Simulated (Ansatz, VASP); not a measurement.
Two plane-wave programs on O

The input INCAR:

```
SYSTEM = O
PREC     = Accurate       ! precision mode
ENCUT    = 520            ! plane-wave cutoff, eV
EDIFF    = 1E-7           ! SCF threshold, eV
ISMEAR   = -1             ! smearing method
SIGMA    = 0.05           ! smearing width, eV
LREAL    = .False.        ! projectors in reciprocal space
LASPH    = .True.         ! aspherical terms in the spheres
NELM     = 150            ! most SCF steps
ALGO     = Normal         ! electronic algorithm
ISIF     = 2              ! what is computed and relaxed
LWAVE    = .False.        ! write WAVECAR
LCHARG   = .False.        ! write CHGCAR
ISPIN    = 2              ! spin polarisation
MAGMOM   = 1 1            ! initial moments
LORBIT   = 11             ! projections on sites
GGA      = PE             ! functional
IBRION   = 2              ! ionic algorithm
NSW      = 60             ! ionic steps
EDIFFG   = -0.01          ! ionic threshold
```

Contents of KPOINTS:

```
Automatic mesh
0
Gamma
  1 1 1
  0 0 0
```

Contents of POSCAR:

```
O
1.0
    9.0000000000      0.0000000000      0.0000000000
    0.0000000000      9.5000000000      0.0000000000
    0.0000000000      0.0000000000     10.0000000000
O
2
Direct
    0.5000000000      0.5000000000      0.4385000000
    0.5000000000      0.5000000000      0.5615000000
```

Input for Ansatz:

```yaml
crystal:
  lattice:
    - [9.0, 0.0, 0.0]
    - [0.0, 9.5, 0.0]
    - [0.0, 0.0, 10.0]
  atoms:
    - { symbol: O, position: [0.5, 0.5, 0.4385] }
    - { symbol: O, position: [0.5, 0.5, 0.5615] }
basis:
  ecutwfc: 421.77648681281397
kpoints:
  mp_grid:
    grid: [1, 1, 1]
hamiltonian:
  xc: pbe
magnetization:
  spin_polarized: true
  per_species:
    O: 1.0
scf:
  occupations:
    method: fermi_dirac
    width: 0.05
relax:
  f_tol: 0.01
  max_steps: 40
output:
  stress: true
```

Alike in both runs: task relaxation of the atoms; functional PBE; k mesh 1 × 1 × 1; occupations fermi-dirac, width 0.05 eV; collinear spin.

```csv
,VASP,Ansatz
version,VASP 6.6.1,Ansatz 0.2.0
potentials or method,"VASP PAW PBE potentials, release 64 (O), cutoff 520 eV","plane waves, PAW"
valence electrons in the cell,12,12
```

VASP gave:

```
net moment per atom (μB)                                      : 1.00
size of the moment on the site where the two differ most (μB) : 0.81
```

What did Ansatz give for the same quantities?

net moment per atom (μB): 1.00; size of the moment on the site where the two differ most (μB): 0.56.

Site moments also hang on the region over which each program counts them. Ansatz's warnings: end state compared, stress scf threshold loose.

Noted on VASP's run: the standard files for N, O and F lose accuracy on very short bonds.
